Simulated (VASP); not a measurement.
# EuS (Fm-3m) in VASP: notebook, part 2 of 2

VASP 6.6.1.

**4. Single point, PBE+U, collinear spin, ferromagnetic start**

Contents of INCAR:

```
ALGO = Normal
EDIFF = 1E-6
ENCUT = 600
GGA = PE
GGA_COMPAT = False
ISIF = 2
ISMEAR = -1
ISPIN = 2
LASPH = True
LCHARG = False
LDAU = True
LDAUJ = 0 0
LDAUL = 3 -1
LDAUPRINT = 1
LDAUTYPE = 2
LDAUU = 6 0
LMAXMIX = 6
LORBIT = 11
LREAL = False
LWAVE = False
MAGMOM = 7 0
NBANDS = 22
NELM = 200
PREC = Accurate
SIGMA = 0.15
```

Contents of KPOINTS:

```
k-points
0
Gamma
  10 10 10
```

Contents of POSCAR:

```
EuS
1.0
    0.0000000000      2.9785000000      2.9785000000
    2.9785000000      0.0000000000      2.9785000000
    2.9785000000      2.9785000000      0.0000000000
Eu S
1 1
Direct
    0.0000000000      0.0000000000      0.0000000000
    0.5000000000      0.5000000000      0.5000000000
```

Potentials or basis: VASP PAW PBE potentials, release 64 (Eu, S).

The run is started by

```bash
$ cat potpaw_PBE.64/Eu/POTCAR potpaw_PBE.64/S/POTCAR > POTCAR
$ mpirun -np 1 vasp_std > vasp.out
```

OUTCAR:

```text
EDIFF = 1E-6
   ENCUT = 600
   GGA = PE
   ISIF = 2
   ISMEAR = -1
   ISPIN = 2
   LASPH = True
   LORBIT = 11
   LREAL = False
   NELM = 200
   PREC = Accurate

 ion  position               nearest neighbor table
   1  0.000  0.000  0.000-   2 2.98   2 2.98   2 2.98   2 2.98   2 2.98   2 2.98
   2  0.500  0.500  0.500-   1 2.98   1 2.98   1 2.98   1 2.98   1 2.98   1 2.98

  LATTYP: Found a face centered cubic cell.
 ALAT       =     5.9570000000

  Lattice vectors:

 A1 = (   0.0000000000,   2.9785000000,   2.9785000000)
 A2 = (   2.9785000000,   0.0000000000,   2.9785000000)
 A3 = (   2.9785000000,   2.9785000000,   0.0000000000)

Analysis of symmetry for initial positions (statically):
=====================================================================
 Subroutine PRICEL returns:
 Original cell was already a primitive cell.

 Routine SETGRP: Setting up the symmetry group for a
 face centered cubic supercell.

 Subroutine GETGRP returns: Found 48 space group operations
 (whereof 48 operations were pure point group operations)
 out of a pool of 48 trial point group operations.

The static configuration has the point symmetry O_h .

Analysis of symmetry for dynamics (positions and initial velocities):
=====================================================================
 Subroutine PRICEL returns:
 Original cell was already a primitive cell.

 Routine SETGRP: Setting up the symmetry group for a
 face centered cubic supercell.

 Subroutine GETGRP returns: Found 48 space group operations
 (whereof 48 operations were pure point group operations)
 out of a pool of 48 trial point group operations.

The dynamic configuration has the point symmetry O_h .

Analysis of structural, dynamic, and magnetic symmetry:
=====================================================================
 Subroutine PRICEL returns:
 Original cell was already a primitive cell.

 Routine SETGRP: Setting up the symmetry group for a
 face centered cubic supercell.

 Subroutine GETGRP returns: Found 48 space group operations
[... 168 lines left out ...]

 occupancies and eigenvectors

  o =  0.0000  v =  0.0000  0.0000  0.0000  0.0000  0.0000  0.0000  0.0000 -0.0000  1.0000  0.0000 -0.0000  0.0000  0.0000  0.0000      0.0000  0.0000  0.0000  0.0000  0.0000  0.0000  0.0000  0.0000  0.0000  0.0000  0.0000  0.0000  0.0000  0.0000
  o =  0.0007  v =  0.0000  0.0000  0.0000  0.0000  0.0000  0.0000  0.0000  0.6105  0.0000 -0.7881 -0.0000  0.0620 -0.0006  0.0480      0.0000  0.0000  0.0000  0.0000  0.0000  0.0000  0.0000  0.0000  0.0000  0.0000  0.0000  0.0000  0.0000  0.0000
  o =  0.0007  v =  0.0000  0.0000  0.0000  0.0000  0.0000  0.0000  0.0000 -0.0480 -0.0000  0.0620 -0.0000  0.7881  0.0005  0.6105      0.0000  0.0000  0.0000  0.0000  0.0000  0.0000  0.0000  0.0000  0.0000  0.0000  0.0000  0.0000  0.0000  0.0000
  o =  0.0007  v =  0.0000  0.0000  0.0000  0.0000  0.0000  0.0000  0.0000 -0.0004  0.0000  0.0005  0.0000  0.0003 -1.0000  0.0003      0.0000  0.0000  0.0000  0.0000  0.0000  0.0000  0.0000  0.0000  0.0000  0.0000  0.0000  0.0000  0.0000  0.0000
  o =  0.0025  v =  0.0000  0.0000  0.0000  0.0000  0.0000  0.0000  0.0000 -0.0012 -0.0000 -0.0010  0.0001 -0.6124  0.0000  0.7906      0.0000  0.0000  0.0000  0.0000  0.0000  0.0000  0.0000  0.0000  0.0000  0.0000  0.0000  0.0000  0.0000  0.0000
  o =  0.0025  v =  0.0000  0.0000  0.0000  0.0000  0.0000  0.0000  0.0000 -0.7906 -0.0000 -0.6124 -0.0002  0.0010  0.0000 -0.0012      0.0000  0.0000  0.0000  0.0000  0.0000  0.0000  0.0000  0.0000  0.0000  0.0000  0.0000  0.0000  0.0000  0.0000
  o =  0.0025  v =  0.0000  0.0000  0.0000  0.0000  0.0000  0.0000  0.0000  0.0002  0.0000  0.0001 -1.0000 -0.0001 -0.0000  0.0001      0.0000  0.0000  0.0000  0.0000  0.0000  0.0000  0.0000  0.0000  0.0000  0.0000  0.0000  0.0000  0.0000  0.0000
  o =  0.9729  v = -0.0005  0.0000 -0.0004 -0.9976 -0.0420 -0.0000  0.0542  0.0000  0.0000  0.0000  0.0000  0.0000  0.0000  0.0000      0.0000  0.0000  0.0000  0.0000  0.0000  0.0000  0.0000  0.0000  0.0000  0.0000  0.0000  0.0000  0.0000  0.0000
  o =  0.9729  v = -0.0013 -0.0000 -0.0010  0.0685 -0.6109  0.0000  0.7887  0.0000  0.0000  0.0000  0.0000  0.0000  0.0000  0.0000      0.0000  0.0000  0.0000  0.0000  0.0000  0.0000  0.0000  0.0000  0.0000  0.0000  0.0000  0.0000  0.0000  0.0000
  o =  0.9729  v =  0.7906 -0.0000  0.6124 -0.0005 -0.0011 -0.0000  0.0014  0.0000  0.0000  0.0000  0.0000  0.0000  0.0000  0.0000      0.0000  0.0000  0.0000  0.0000  0.0000  0.0000  0.0000  0.0000  0.0000  0.0000  0.0000  0.0000  0.0000  0.0000
  o =  0.9751  v =  0.0000  1.0000 -0.0000  0.0000  0.0000  0.0000  0.0000  0.0000  0.0000  0.0000  0.0000  0.0000  0.0000  0.0000      0.0000  0.0000  0.0000  0.0000  0.0000  0.0000  0.0000  0.0000  0.0000  0.0000  0.0000  0.0000  0.0000  0.0000
  o =  0.9755  v = -0.0004  0.0000  0.0005  0.0000  0.0102 -0.9999  0.0079  0.0000  0.0000  0.0000  0.0000  0.0000  0.0000  0.0000      0.0000  0.0000  0.0000  0.0000  0.0000  0.0000  0.0000  0.0000  0.0000  0.0000  0.0000  0.0000  0.0000  0.0000
  o =  0.9755  v = -0.0006  0.0000  0.0007  0.0000 -0.7905 -0.0129 -0.6123  0.0000  0.0000  0.0000  0.0000  0.0000  0.0000  0.0000      0.0000  0.0000  0.0000  0.0000  0.0000  0.0000  0.0000  0.0000  0.0000  0.0000  0.0000  0.0000  0.0000  0.0000
  o =  0.9755  v =  0.6124 -0.0000 -0.7906 -0.0000 -0.0007 -0.0007 -0.0006  0.0000  0.0000  0.0000  0.0000  0.0000  0.0000  0.0000      0.0000  0.0000  0.0000  0.0000  0.0000  0.0000  0.0000  0.0000  0.0000  0.0000  0.0000  0.0000  0.0000  0.0000

 number of electron      22.9999997 magnetization       6.9991348

 Free energy of the ion-electron system (eV)
  ---------------------------------------------------
  ext. energy  EPLUGINS =         0.00000000
  ---------------------------------------------------
  free energy    TOTEN  =       -19.14490685 eV

  energy without entropy =      -19.13316858  energy(sigma->0) =      -19.13903771

 E-fermi :   3.6907     XC(G=0):  -9.5575

 val. band max:        3.6453356516   @ k =   0.5000   0.5000   0.0000
 cond. band min:       3.7921353589   @ k =   0.4000   0.4000   0.0000
 fundamental gap:      0.1467997072
 Fermi energy:         3.6907429477

 spin component 1

 k-point     1 :       0.0000    0.0000    0.0000
  band No.  band energies     occupation
      1     -36.4175      1.00000
      2     -15.2957      1.00000
      3     -15.2957      1.00000
      4     -15.2957      1.00000
      5      -9.1617      1.00000
      6       1.2497      1.00000
[... 1193 lines left out ...]
     21      13.2725      0.00000
     22      13.3318      0.00000

 [... further k-points ...]

------------------------ aborting loop because EDIFF is reached ----------------------------------------

  FORCE on cell =-STRESS in cart. coord.  units (eV):
  Direction    XX          YY          ZZ          XY          YZ          ZX
  --------------------------------------------------------------------------------------
  -------------------------------------------------------------------------------------
  Total        0.3127752      0.3127752      0.3127752     -0.0000000      0.0000000     -0.0000000
  in kB        9.4824389      9.4824389      9.4824389     -0.0000000      0.0000000     -0.0000000
  external PRESSURE =       9.4824389 kB  Pullay stress =       0.0000000 kB

 VOLUME and BASIS-vectors are now :
 -----------------------------------------------------------------------------
  energy-cutoff  :      600.00
  volume of cell :       52.85
      direct lattice vectors                 reciprocal lattice vectors
     0.000000000  2.978500000  2.978500000    -0.167869733  0.167869733  0.167869733
     2.978500000  0.000000000  2.978500000     0.167869733 -0.167869733  0.167869733
     2.978500000  2.978500000  0.000000000     0.167869733  0.167869733 -0.167869733

 POSITION                                       TOTAL-FORCE (eV/Angst)
 -----------------------------------------------------------------------------------
      0.00000      0.00000      0.00000         0.000000     -0.000000     -0.000000
      2.97850      2.97850      2.97850        -0.000000      0.000000      0.000000
 -----------------------------------------------------------------------------------
    total drift:                                0.000000      0.000000      0.000000

  FREE ENERGIE OF THE ION-ELECTRON SYSTEM (eV)
  ---------------------------------------------------
  free  energy   TOTEN  =       -19.1449068458 eV

  energy  without entropy=      -19.1331685751  energy(sigma->0) =      -19.13903771

 total charge

# of ion       s       p       d       f       tot
--------------------------------------------------
    1        2.029   5.788   0.247   6.822  14.886
    2        1.317   2.451   0.000   0.000   3.767
--------------------------------------------------
tot          3.346   8.239   0.247   6.822  18.654

 magnetization (x)

# of ion       s       p       d       f       tot
--------------------------------------------------
    1       -0.016  -0.118   0.047   6.804   6.718
    2       -0.006  -0.057   0.000   0.000  -0.063
--------------------------------------------------
tot         -0.022  -0.174   0.047   6.804   6.655
```

OSZICAR:

```text
N       E                     dE             d eps       ncg     rms          rms(c)
DAV:   1     0.160451779223E+03    0.16045E+03   -0.95421E+03  5778   0.488E+03
DAV:   2     0.124771271102E+02   -0.14797E+03   -0.12798E+03  5720   0.419E+02
DAV:   3    -0.107325456248E+02   -0.23210E+02   -0.22827E+02  6194   0.120E+02
DAV:   4    -0.130934956307E+02   -0.23610E+01   -0.23483E+01  7794   0.256E+01
DAV:   5    -0.132093283639E+02   -0.11583E+00   -0.11574E+00  7052   0.741E+00    0.309E+01
DAV:   6    -0.191425159771E+02   -0.59332E+01   -0.35379E+00  6798   0.392E+01    0.191E+01
DAV:   7    -0.190701893796E+02    0.72327E-01   -0.32507E+00  6330   0.816E+01    0.114E+01
DAV:   8    -0.191156465638E+02   -0.45457E-01   -0.37080E-01  7418   0.689E+00    0.900E+00
DAV:   9    -0.191321554799E+02   -0.16509E-01   -0.27265E-02  7660   0.144E+00    0.600E+00
DAV:  10    -0.191423554229E+02   -0.10200E-01   -0.19262E-02  6330   0.290E+00    0.180E+00
DAV:  11    -0.191439401557E+02   -0.15847E-02   -0.48710E-03  7046   0.144E+00    0.980E-01
DAV:  12    -0.191446818907E+02   -0.74173E-03   -0.17048E-03  7072   0.874E-01    0.796E-01
DAV:  13    -0.191448311151E+02   -0.14922E-03   -0.22881E-04  6690   0.100E-01    0.404E-01
DAV:  14    -0.191448985551E+02   -0.67440E-04   -0.89109E-05  6266   0.139E-01    0.507E-02
DAV:  15    -0.191449041033E+02   -0.55482E-05   -0.14629E-05  7850   0.388E-02    0.244E-02
DAV:  16    -0.191449065993E+02   -0.24959E-05   -0.48803E-06  6306   0.219E-02    0.479E-02
DAV:  17    -0.191449068458E+02   -0.24649E-06   -0.27389E-07  3714   0.969E-03
   1 F= -.19144907E+02 E0= -.19139038E+02  d E =-.117383E-01  mag=     6.9991
```

It took 80 s on 1 thread of Intel Xeon 6975P-C (Granite Rapids), shared host; peak memory 0.32 GiB.

What came out:

```yaml
Free_energy: -19.1449 eV
Pressure: 0.9 GPa
Band_gap_on_the_k_mesh: 0.44 eV (least direct gap 0.71 eV)
Net_moment: 7.00 μB per cell
Site_moments: Eu +6.72; S -0.06 μB
Valence_electrons_inside_the_program's_atomic_spheres: Eu 14.89; S 3.77
```

Eigenvalues of the final occupation matrices:
```
    site  spin  trace                         eigenvalues
site 1 f     1   6.82  0.97 0.97 0.97 0.98 0.98 0.98 0.98
site 1 f     2   0.01  0.00 0.00 0.00 0.00 0.00 0.00 0.00
```

Caveat: semilocal functionals underestimate gaps, and a narrow one can read as zero; spin-orbit coupling is left out, which moves the levels of the heavy elements; a cell with one magnetic atom can't hold antiferromagnetic order, which such compounds often take.

**5. Single point, PBE+U, collinear spin, ferromagnetic start**

Contents of INCAR:

```
SYSTEM = EuS
PREC = Accurate
ENCUT = 600
EDIFF = 1E-6
ISMEAR = -1
SIGMA = 0.15
LREAL = .False.
LASPH = .True.
NELM = 200
ALGO = Normal
ISIF = 2
LWAVE = .False.
LCHARG = .True.
ISPIN = 2
MAGMOM = 7 0
LORBIT = 11
LMAXMIX = 6
LDAU = .True.
LDAUTYPE = 2
LDAUL = 3 -1
LDAUU = 8 0
LDAUJ = 0 0
LDAUPRINT = 1
GGA = PE
LELF = .True.
LVHAR = .True.
NBANDS = 22
GGA_COMPAT = .False.
```

Contents of KPOINTS:

```
Automatic mesh
0
Gamma
  10 10 10
  0 0 0
```

POSCAR is that of step 4.

Potentials or basis: VASP PAW PBE potentials, release 64 (Eu, S).

The run is started by

```bash
$ cat potpaw_PBE.64/Eu/POTCAR potpaw_PBE.64/S/POTCAR > POTCAR
$ mpirun -np 1 vasp_std > vasp.out
```

OUTCAR:

```text
SYSTEM = EuS
   PREC = Accurate
   ENCUT = 600
   EDIFF = 1E-6
   ISMEAR = -1
   LREAL = .False.
   LASPH = .True.
   NELM = 200
   ISIF = 2
   ISPIN = 2
   LORBIT = 11
   GGA = PE

 ion  position               nearest neighbor table
   1  0.000  0.000  0.000-   2 2.98   2 2.98   2 2.98   2 2.98   2 2.98   2 2.98
   2  0.500  0.500  0.500-   1 2.98   1 2.98   1 2.98   1 2.98   1 2.98   1 2.98

  LATTYP: Found a face centered cubic cell.
 ALAT       =     5.9570000000

  Lattice vectors:

 A1 = (   0.0000000000,   2.9785000000,   2.9785000000)
 A2 = (   2.9785000000,   0.0000000000,   2.9785000000)
 A3 = (   2.9785000000,   2.9785000000,   0.0000000000)

Analysis of symmetry for initial positions (statically):
=====================================================================
 Subroutine PRICEL returns:
 Original cell was already a primitive cell.
[... 242 lines left out ...]
      3     -15.1781      1.00000
      4     -15.1781      1.00000
      5      -9.1573      1.00000
      6       0.9911      1.00000
[... 1193 lines left out ...]
     21      14.4467      0.00000
     22      14.4871      0.00000

 [... further k-points ...]

------------------------ aborting loop because EDIFF is reached ----------------------------------------

  FORCE on cell =-STRESS in cart. coord.  units (eV):
  Direction    XX          YY          ZZ          XY          YZ          ZX
  --------------------------------------------------------------------------------------
  -------------------------------------------------------------------------------------
  Total        0.5360798      0.5360798      0.5360798      0.0000000      0.0000000      0.0000000
  in kB       16.2523878     16.2523878     16.2523878      0.0000000      0.0000000      0.0000000
  external PRESSURE =      16.2523878 kB  Pullay stress =       0.0000000 kB

 VOLUME and BASIS-vectors are now :
 -----------------------------------------------------------------------------
  energy-cutoff  :      600.00
  volume of cell :       52.85
      direct lattice vectors                 reciprocal lattice vectors
     0.000000000  2.978500000  2.978500000    -0.167869733  0.167869733  0.167869733
     2.978500000  0.000000000  2.978500000     0.167869733 -0.167869733  0.167869733
     2.978500000  2.978500000  0.000000000     0.167869733  0.167869733 -0.167869733

 POSITION                                       TOTAL-FORCE (eV/Angst)
 -----------------------------------------------------------------------------------
      0.00000      0.00000      0.00000         0.000000      0.000000     -0.000000
      2.97850      2.97850      2.97850        -0.000000      0.000000      0.000000
 -----------------------------------------------------------------------------------
    total drift:                                0.000000      0.000000      0.000000

  FREE ENERGIE OF THE ION-ELECTRON SYSTEM (eV)
  ---------------------------------------------------
  free  energy   TOTEN  =       -18.9758645548 eV

  energy  without entropy=      -18.9736639770  energy(sigma->0) =      -18.97476427

 total charge

# of ion       s       p       d       f       tot
--------------------------------------------------
    1        2.030   5.795   0.239   6.851  14.914
    2        1.317   2.455   0.000   0.000   3.772
--------------------------------------------------
tot          3.347   8.250   0.239   6.851  18.686

 magnetization (x)

# of ion       s       p       d       f       tot
--------------------------------------------------
    1       -0.016  -0.119   0.041   6.834   6.741
    2       -0.006  -0.054   0.000   0.000  -0.060
--------------------------------------------------
tot         -0.022  -0.173   0.041   6.834   6.681
```

OSZICAR:

```text
N       E                     dE             d eps       ncg     rms          rms(c)
DAV:   1     0.163570676862E+03    0.16357E+03   -0.95412E+03  5776   0.488E+03
DAV:   2     0.139217197813E+02   -0.14965E+03   -0.12928E+03  5694   0.426E+02
DAV:   3    -0.924326585606E+01   -0.23165E+02   -0.22789E+02  6182   0.120E+02
[... 10 lines left out ...]
DAV:  14    -0.189758105635E+02   -0.18986E-03   -0.13188E-04  5714   0.181E-01    0.473E-01
DAV:  15    -0.189758560117E+02   -0.45448E-04   -0.42607E-05  6220   0.616E-02    0.285E-01
DAV:  16    -0.189758614014E+02   -0.53897E-05   -0.14524E-05  6752   0.902E-02    0.821E-02
DAV:  17    -0.189758629000E+02   -0.14986E-05   -0.13911E-06  5324   0.126E-02    0.543E-02
DAV:  18    -0.189758640272E+02   -0.11272E-05   -0.61924E-07  4594   0.174E-02    0.391E-02
DAV:  19    -0.189758645548E+02   -0.52754E-06   -0.12250E-06  4740   0.103E-02
   1 F= -.18975865E+02 E0= -.18974764E+02  d E =-.220058E-02  mag=     6.9999
```

stdout:

```text
POSCAR found type information on POSCAR EuS
 POSCAR found :  2 types and       2 ions
 scaLAPACK will be used
 LDA part: xc-table for (Slater+PW92), standard interpolation
 POSCAR, INCAR and KPOINTS ok, starting setup
 FFT: planning ... GRIDC
 FFT: planning ... GRID_SOFT
 FFT: planning ... GRID
 WAVECAR not read
 entering main loop
```

Run time: 99 s. Hardware: 1 thread of Intel Xeon 6975P-C (Granite Rapids), shared host; peak memory 0.32 GiB.

Results:

```yaml
Free_energy: -18.9759 eV
Pressure: 1.6 GPa
Band_gap_on_the_k_mesh: 0.93 eV (least direct gap 1.30 eV)
Net_moment: 7.00 μB per cell
Site_moments: Eu +6.74; S -0.06 μB
Valence_electrons_inside_the_program's_atomic_spheres: Eu 14.91; S 3.77
```

Eigenvalues of the final occupation matrices:
| site | spin | trace | eigenvalues |
| --- | --- | --- | --- |
| site 1 f | 1 | 6.85 | 0.98 0.98 0.98 0.98 0.98 0.98 0.98 |
| site 1 f | 2 | 0.01 | 0.00 0.00 0.00 0.00 0.00 0.00 0.00 |

Caveat: spin-orbit coupling is left out, which moves the levels of the heavy elements; a cell with one magnetic atom can't hold antiferromagnetic order, which such compounds often take.

**6. Summary**

```csv
U,gap on the mesh (eV),pressure (GPa),moment (μB)
Eu f U = 2.0 eV,none,-1.5,6.97
Eu f U = 4.0 eV,none,-0.1,6.99
Eu f U = 6.0 eV,0.44,0.9,7.00
Eu f U = 8.0 eV,0.93,1.6,7.00
```

Alike in all rows: task single point; level PBE+U; potentials or basis VASP PAW PBE potentials, release 64 (Eu, S); spin collinear, ferromagnetic start; cell as given; k mesh 10 × 10 × 10; cutoff (eV) 600; smearing fermi-dirac 0.15 eV.

Caveats: spin-orbit coupling is left out, which moves the levels of the heavy elements; a cell with one magnetic atom can't hold antiferromagnetic order, which such compounds often take; semilocal functionals underestimate gaps, and a narrow one can read as zero (at least some runs).

Total energies depend on the potentials used, so only differences within one code and one set of settings carry meaning.

**7. Comparison with measurements**

Step 3. Measured gap of EuS: 1.72 eV (optical; 300 K; powder; “Crystal-field mediated electronic transitions of EuS up to 35 GPa”, 2022, pmc:8786971). This calculation gives 0.00 eV (-1.72 eV). So large a miss can be the level of theory's own, or it may mean another phase, state or a wrong row. Spin-orbit coupling on Eu is left out. The value is that of PBE+U on a finite k mesh, which can miss the band edges, without temperature or zero-point motion. The run's magnetic order (collinear spin, ferromagnetic start) needn't be the measured crystal's.

The gap in the log of VASP goes by the Fermi energy; the results here count the filled bands.